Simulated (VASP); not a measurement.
# MgSn2O3 (R-3m) in VASP: single point with PBE

Aim: the single point of MgSn2O3 with PBE.

Program: VASP 6.6.1. These are calculated values, not measurements. Logs are shortened: lines on timing, memory, paths and dates and some standing lists are left out, and cuts for length are marked.

## Step 1: The cell of the first run

It takes space group R-3m (No. 166, trigonal). The conventional cell has a = 5.901 Å, b = 5.901 Å, c = 9.064 Å, α = 90.00°, β = 90.00°, γ = 120.00°. Mg (site symmetry -3m) has 6 O at 2.28 Å and 2 Sn at 2.86 Å within 3.0 Å. Within 2.9 Å of Sn (site symmetry 3m) lie 3 O at 2.17 Å and 1 Mg at 2.86 Å. O (site symmetry 2/m) has 2 Sn at 2.17 Å and 2 Mg at 2.28 Å within 2.9 Å.

## Step 2: Single point, PBE

File INCAR:

```
SYSTEM = MgSn2O3
PREC     = Accurate       ! precision mode
ENCUT    = 520            ! plane-wave cutoff, eV
EDIFF    = 1E-6           ! SCF threshold, eV
ISMEAR   = 0              ! smearing method
SIGMA    = 0.02           ! smearing width, eV
LREAL    = .FALSE.        ! projectors in reciprocal space
LASPH    = .TRUE.         ! aspherical terms in the spheres
NELM     = 80             ! most SCF steps
ALGO     = Normal         ! electronic algorithm
ISIF     = 2              ! what is computed and relaxed
LWAVE    = .FALSE.        ! write WAVECAR
LCHARG   = .FALSE.        ! write CHGCAR
GGA      = PE             ! functional
NBANDS   = 33             ! bands
```

File KPOINTS:

```
Automatic mesh
0
G
  12 12 12
  0 0 0
```

File POSCAR:

```
MgSn2O3
1.0
    2.9502505882      1.7033279713      3.0211681855
   -2.9502505882      1.7033279713      3.0211681855
    0.0000000000     -3.4066559425      3.0211681855
Mg Sn O
1 2 3
Direct
    0.5000000000      0.5000000000      0.5000000000
    0.8155378665      0.8155378665      0.8155378665
    0.1844621335      0.1844621335      0.1844621335
    0.0000000000      0.5000000000      0.5000000000
    0.5000000000      0.0000000000      0.5000000000
    0.5000000000      0.5000000000      0.0000000000
```

Potentials or basis: VASP PAW PBE potentials, release 64 (Mg, Sn_d, O).

Command:

```sh
$ cat potpaw_PBE.64/Mg/POTCAR potpaw_PBE.64/Sn_d/POTCAR potpaw_PBE.64/O/POTCAR > POTCAR
$ mpirun -np 1 vasp_std > vasp.out
```

OUTCAR:

```text
SYSTEM = MgSn2O3
   PREC = Accurate
   ENCUT = 520
   EDIFF = 1E-6
   ISMEAR = 0
   LREAL = .FALSE.
   LASPH = .TRUE.
   NELM = 80
   ISIF = 2
   GGA = PE

 ion  position               nearest neighbor table
   1  0.500  0.500  0.500-   6 2.28   6 2.28   4 2.28   5 2.28   5 2.28   4 2.28   2 2.86   3 2.86
                             2 3.41   3 3.41   2 3.41   3 3.41   2 3.41   3 3.41
   2  0.816  0.816  0.816-   4 2.17   5 2.17   6 2.17   1 2.86   3 3.34   1 3.41   1 3.41   1 3.41
                             3 3.42   3 3.42   3 3.42
   3  0.184  0.184  0.184-   4 2.17   5 2.17   6 2.17   1 2.86   2 3.34   1 3.41   1 3.41   1 3.41
                             2 3.42   2 3.42   2 3.42
   4  0.000  0.500  0.500-   2 2.17   3 2.17   1 2.28   1 2.28
   5  0.500  0.000  0.500-   2 2.17   3 2.17   1 2.28   1 2.28
   6  0.500  0.500  0.000-   2 2.17   3 2.17   1 2.28   1 2.28

  LATTYP: Found a trigonal (rhomboedric) cell.
 ALAT       =     4.5533242709
 COS(alpha) =     0.1603647822

  Lattice vectors:

 A1 = (   2.9502505882,   1.7033279713,   3.0211681855)
 A2 = (  -2.9502505882,   1.7033279713,   3.0211681855)
 A3 = (   0.0000000000,  -3.4066559425,   3.0211681855)

Analysis of symmetry for initial positions (statically):
=====================================================================
 Subroutine PRICEL returns:
 Original cell was already a primitive cell.

 Routine SETGRP: Setting up the symmetry group for a
 trigonal (rhombohedral) supercell.

 Subroutine GETGRP returns: Found 12 space group operations
 (whereof 12 operations were pure point group operations)
 out of a pool of 12 trial point group operations.

The static configuration has the point symmetry D_3d.

Analysis of symmetry for dynamics (positions and initial velocities):
=====================================================================
 Subroutine PRICEL returns:
 Original cell was already a primitive cell.

 Routine SETGRP: Setting up the symmetry group for a
 trigonal (rhombohedral) supercell.

 Subroutine GETGRP returns: Found 12 space group operations
 (whereof 12 operations were pure point group operations)
 out of a pool of 12 trial point group operations.

The dynamic configuration has the point symmetry D_3d.

 Subroutine INISYM returns: Found 12 space group operations
 (whereof 12 operations are pure point group operations),
 and found     1 'primitive' translations

----------------------------------------------------------------------------------------

                                     Primitive cell

  volume of cell :      91.0927

  direct lattice vectors                    reciprocal lattice vectors
     2.950250588  1.703327971  3.021168186     0.169477129  0.097847666  0.110332597
    -2.950250588  1.703327971  3.021168186    -0.169477129  0.097847666  0.110332597
     0.000000000 -3.406655943  3.021168186     0.000000000 -0.195695332  0.110332597

  length of vectors
     4.553324271  4.553324271  4.553324271     0.224655169  0.224655169  0.224655169

  position of ions in fractional coordinates (direct lattice)
     0.500000000  0.500000000  0.500000000
     0.815537867  0.815537867  0.815537867
     0.184462133  0.184462133  0.184462133
     0.000000000  0.500000000  0.500000000
     0.500000000  0.000000000  0.500000000
     0.500000000  0.500000000  0.000000000

  ion indices of the primitive-cell ions
   primitive index   ion index
                 1           1
                 2           2
                 3           3
                 4           4
                 5           5
                 6           6

----------------------------------------------------------------------------------------

 KPOINTS: Automatic mesh

Automatic generation of k-mesh.
 Grid dimensions read from file:
 generate k-points for:   12   12   12

 Generating k-lattice:

  Cartesian coordinates                     Fractional coordinates (reciprocal lattice)
     0.014123094  0.008153972  0.009194383     0.083333333  0.000000000 -0.000000000
    -0.014123094  0.008153972  0.009194383     0.000000000  0.083333333 -0.000000000
     0.000000000 -0.016307944  0.009194383     0.000000000  0.000000000  0.083333333

  Length of vectors
     0.018721264  0.018721264  0.018721264

  Shift w.r.t. Gamma in fractional coordinates (k-lattice)
     0.000000000  0.000000000  0.000000000

 Subroutine IBZKPT returns following result:
 ===========================================

 Found    189 irreducible k-points:

 Following reciprocal coordinates:
            Coordinates               Weight
  0.000000  0.000000  0.000000      1.000000
  0.083333  0.000000  0.000000      6.000000
  0.166667 -0.000000  0.000000      6.000000
  0.250000 -0.000000  0.000000      6.000000
  0.333333  0.000000  0.000000      6.000000
  0.416667  0.000000  0.000000      6.000000
[... 16 lines left out ...]
  0.500000  0.166667  0.000000     12.000000
 -0.416667  0.166667  0.000000     12.000000
 [... further k-points ...]
   k-points           NKPTS =    189   k-points in BZ     NKDIM =    189   number of bands    NBANDS=     33
   number of dos      NEDOS =    301   number of ions     NIONS =      6
   total plane-waves  NPLWV =  46656
   dimension x,y,z NGX =    36 NGY =   36 NGZ =   36
   dimension x,y,z NGXF=    72 NGYF=   72 NGZF=   72
   ions per type =               1   2   3
   NGX,Y,Z   is equivalent  to a cutoff of  13.14, 13.14, 13.14 a.u.
   NGXF,Y,Z  is equivalent  to a cutoff of  26.29, 26.29, 26.29 a.u.
 SYSTEM =  MgSn2O3
   PREC   = accura    normal or accurate (medium, high low for compatibility)
   ISTART =      0    job   : 0-new  1-cont  2-samecut
   ICHARG =      2    charge: 1-file 2-atom 10-const
   ISPIN  =      1    spin polarized calculation?
   LNONCOLLINEAR =      F non collinear calculations
   LSORBIT =      F    spin-orbit coupling
   LASPH  =      T    aspherical Exc in radial PAW
   ENCUT  =  520.0 eV  38.22 Ry    6.18 a.u.   8.47  8.47  8.47*2*pi/ulx,y,z
   NELM   =     80;   NELMIN=  2; NELMDL= -5     # of ELM steps
   EDIFF  = 0.1E-05   stopping-criterion for ELM
   LREAL  =      F    real-space projection
   EDIFFG = 0.1E-04   stopping-criterion for IOM
   NSW    =      0    number of steps for IOM
   IBRION =     -1    ionic relax: 0-MD 1-quasi-New 2-CG
   NFREE  =      0    steps in history (QN), initial steepest desc. (CG)
   ISIF   =      2    stress and relaxation
   ISYM   =      2    0-nonsym 1-usesym 2-fastsym
   POTIM  = 0.5000    time-step for ionic-motion
   TEBEG  =    0.0;   TEEND  =   0.0 temperature during run
   PSTRESS=    0.0 pullay stress
   NELECT =      48.0000    total number of electrons
   NUPDOWN=      -1.0000    fix difference up-down
   EMIN   =  10.00;   EMAX   =-10.00  energy-range for DOS
   EFERMI =   0.00;   METHOD = LEGACY
   ISMEAR =     0;   SIGMA  =   0.02  broadening in eV -4-tet -1-fermi 0-gaus
   EFERMI_NEDOS =   21; number of points for ismear=-14 and -15
   IALGO  =     38    algorithm
   IMIX   =      4    mixing-type and parameters
     AMIX     =   0.40;   BMIX     =  1.00
     AMIX_MAG =   1.60;   BMIX_MAG =  1.00
  volume/ion in A,a.u.               =      15.18       102.45
  Fermi-wavevector in a.u.,A,eV,Ry     =   1.322292  2.498770 23.789200  1.748457
  Thomas-Fermi vector in A             =   2.451984
   LORBIT       =      0    0 simple, 1 ext, 2 COOP (PROOUT), +10 PAW based schemes
   GGA     = PE    functional components
   LHFCALC =     F    Hartree Fock is set to
   AEXX    =    0.0000 exact exchange contribution
   IVDW    =     0    specifies the selected vdW correction
   LEPSILON=     F    determine dielectric tensor
   LRPA    =     F    only Hartree local field effects (RPA)
 non-spin polarized calculation
 Gauss-broadening in eV      SIGMA  =   0.02
  energy-cutoff  :      520.00
  volume of cell :       91.09
 maximum number of plane-waves:      2471
 NGX is ok and might be reduce to    36
   NGX = 17   NGY = 17   NGZ = 17

 number of electron      47.9999985 magnetization

 Free energy of the ion-electron system (eV)
  ---------------------------------------------------
  ext. energy  EPLUGINS =         0.00000000
  ---------------------------------------------------
  free energy    TOTEN  =       -32.88294974 eV

  energy without entropy =      -32.88294974  energy(sigma->0) =      -32.88294974

 E-fermi :   6.9865     XC(G=0): -10.3998

 val. band max:        6.8422178909   @ k =   0.0000   0.0000   0.0000
 cond. band min:       7.1661627533   @ k =   0.0000   0.0000   0.0000
 fundamental gap:      0.3239448624
 Fermi energy:         6.9864633384

 k-point     1 :       0.0000    0.0000    0.0000
  band No.  band energies     occupation
      1     -15.2404      2.00000
      2     -15.2404      2.00000
      3     -15.0352      2.00000
      4     -15.0352      2.00000
      5     -15.0165      2.00000
      6     -14.9994      2.00000
[... 25 lines left out ...]
     32      15.4813      0.00000
     33      15.5664      0.00000

 k-point     2 :       0.0833    0.0000    0.0000
  band No.  band energies     occupation
      1     -15.2423      2.00000
      2     -15.2380      2.00000
      3     -15.0432      2.00000
      4     -15.0402      2.00000
      5     -15.0133      2.00000
      6     -14.9983      2.00000
[... 25 lines left out ...]
     32      15.4654      0.00000
     33      15.5001      0.00000

 k-point     3 :       0.1667   -0.0000    0.0000
  band No.  band energies     occupation
      1     -15.2475      2.00000
      2     -15.2308      2.00000
      3     -15.0600      2.00000
      4     -15.0512      2.00000
      5     -15.0096      2.00000
      6     -14.9954      2.00000
[... 25 lines left out ...]
     32      15.3626      0.00000
     33      15.5433      0.00000

 k-point     4 :       0.2500   -0.0000    0.0000
  band No.  band energies     occupation
      1     -15.2546      2.00000
      2     -15.2192      2.00000
      3     -15.0810      2.00000
      4     -15.0630      2.00000
      5     -15.0073      2.00000
      6     -14.9930      2.00000
[... 673 lines left out ...]
     32      14.8468      0.00000
     33      15.0935      0.00000

 k-point    23 :       0.5000    0.1667    0.0000
  band No.  band energies     occupation
      1     -15.2655      2.00000
      2     -15.1973      2.00000
      3     -15.1336      2.00000
      4     -15.0647      2.00000
      5     -15.0053      2.00000
      6     -14.9896      2.00000
[... 25 lines left out ...]
     32      15.0207      0.00000
     33      15.1646      0.00000

 k-point    24 :      -0.4167    0.1667    0.0000
  band No.  band energies     occupation
      1     -15.2631      2.00000
      2     -15.1810      2.00000
      3     -15.1508      2.00000
      4     -15.0672      2.00000
      5     -15.0067      2.00000
      6     -14.9887      2.00000
[... 25 lines left out ...]
     32      15.1981      0.00000
     33      15.4927      0.00000

 [... further k-points ...]
[... 5 lines left out ...]
  --------------------------------------------------------------------------------------
  -------------------------------------------------------------------------------------
  Total       -0.0051289     -0.0051289     -0.0026753     -0.0000000     -0.0000000      0.0000000
  in kB       -0.0902089     -0.0902089     -0.0470541     -0.0000000     -0.0000000      0.0000000
  external PRESSURE =      -0.0758240 kB  Pullay stress =       0.0000000 kB

 VOLUME and BASIS-vectors are now :
 -----------------------------------------------------------------------------
  energy-cutoff  :      520.00
  volume of cell :       91.09
      direct lattice vectors                 reciprocal lattice vectors
     2.950250588  1.703327971  3.021168186     0.169477129  0.097847666  0.110332597
    -2.950250588  1.703327971  3.021168186    -0.169477129  0.097847666  0.110332597
     0.000000000 -3.406655943  3.021168186     0.000000000 -0.195695332  0.110332597

 POSITION                                       TOTAL-FORCE (eV/Angst)
 -----------------------------------------------------------------------------------
      0.00000      0.00000      4.53175        -0.000000     -0.000000      0.000000
      0.00000      0.00000      7.39163        -0.000000      0.000000      0.067067
      0.00000      0.00000      1.67187        -0.000000     -0.000000     -0.067067
     -1.47513     -0.85166      3.02117         0.000000     -0.000000      0.000000
      1.47513     -0.85166      3.02117        -0.000000     -0.000000      0.000000
      0.00000      1.70333      3.02117        -0.000000     -0.000000      0.000000
 -----------------------------------------------------------------------------------
    total drift:                               -0.000000      0.000000     -0.000000

  FREE ENERGIE OF THE ION-ELECTRON SYSTEM (eV)
  ---------------------------------------------------
  free  energy   TOTEN  =       -32.8829497395 eV

  energy  without entropy=      -32.8829497395  energy(sigma->0) =      -32.88294974
```

It took 14 min on 1 thread of Intel Xeon 8259CL, shared host; peak memory 0.58 GiB.

What came out:

* Free energy: -32.8829 eV
* Pressure: 0.0 GPa
* Largest force: 0.067 eV/Å
* Band gap on the k mesh: 0.32 eV, direct

Forces in eV/Å, atoms in the order of the input:
```
Mg   0.000  0.000  0.000
Sn   0.000  0.000  0.067
Sn   0.000  0.000 -0.067
O    0.000  0.000  0.000
O    0.000  0.000  0.000
O    0.000  0.000  0.000
```

Caveat: spin-orbit coupling is left out, which moves the levels of the heavy elements.
